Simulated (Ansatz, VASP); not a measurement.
## Two plane-wave programs on GaN

INCAR

```
  PREC = Accurate
  ENCUT = 520
  EDIFF = 1E-7
  ISMEAR = 0
  SIGMA = 0.02
  LREAL = False
  LASPH = True
  NELM = 60
  ALGO = Normal
  ISIF = 2
  LWAVE = False
  LCHARG = False
  GGA = PE
  NBANDS = 26
```

The input KPOINTS:

```
Automatic mesh
0
Gamma
  12 12 6
```

The input POSCAR:

```
GaN
1.0
    3.1599020626     -0.0064871993      0.0000000000
   -1.5855691107      2.7462708665      0.0000000000
    0.0000000000      0.0000000000      4.9844667600
Ga N
2 2
Direct
    0.3488398209      0.6744199105     -0.0094820804
    0.6511601791      0.3255800895      0.4905179196
    0.3246080386      0.6623040193      0.3844820804
    0.6753919614      0.3376959807      0.8844820804
```

Input for Ansatz:

```yaml
crystal:
  lattice:
    - [3.1599020626, -0.0064871993, 0.0]
    - [-1.5855691107, 2.7462708665, 0.0]
    - [0.0, 0.0, 4.98446676]
  atoms:
    - { symbol: Ga, position: [0.3488398209, 0.6744199105, -0.0094820804] }
    - { symbol: Ga, position: [0.6511601791, 0.3255800895, 0.4905179196] }
    - { symbol: "N", position: [0.3246080386, 0.6623040193, 0.3844820804] }
    - { symbol: "N", position: [0.6753919614, 0.3376959807, 0.8844820804] }
basis:
  ecutwfc: 420
kpoints:
  mp_grid: { grid: [12, 12, 6] }
hamiltonian:
  xc: pbe
scf:
  occupations: { method: gaussian, width: 0.02 }
output:
  forces: true
  stress: true
  eigenvalues: true
  populations: true
```

Alike in both runs: task single point; functional PBE; k mesh 12 × 12 × 6; occupations gaussian, width 0.02 eV; no spin polarisation.

|  | VASP | Ansatz |
| --- | --- | --- |
| version | VASP 6.6.1 | Ansatz 0.2.0 |
| potentials or method | VASP PAW PBE potentials, release 64 (Ga_d, N), cutoff 520 eV | scalar-relativistic, plane waves, PAW |
| valence electrons in the cell | 36 | 36 |

|  | VASP | Ansatz | Ansatz less VASP |
| --- | --- | --- | --- |
| gap on the k mesh at the Fermi level (eV) | 2.15 | 2.14 | -0.009 |
| least direct gap on the mesh (eV) | 2.15 | 2.14 | -0.009 |
| pressure (GPa) | 17.4 | 17.5 | +0.07 |
| traceless stress, the component that is largest in VASP (GPa) | 1.06 | 0.87 | -0.197 |
| rms of the force components (eV/Å) | 0.382 | 0.387 | +0.0051 |

Atom by atom the forces differ by 0.005 eV/Å (rms over components). The functional is the same, so the differences come from potentials, cutoffs and numerics. Ansatz's warnings: structure snapped to symmetry.
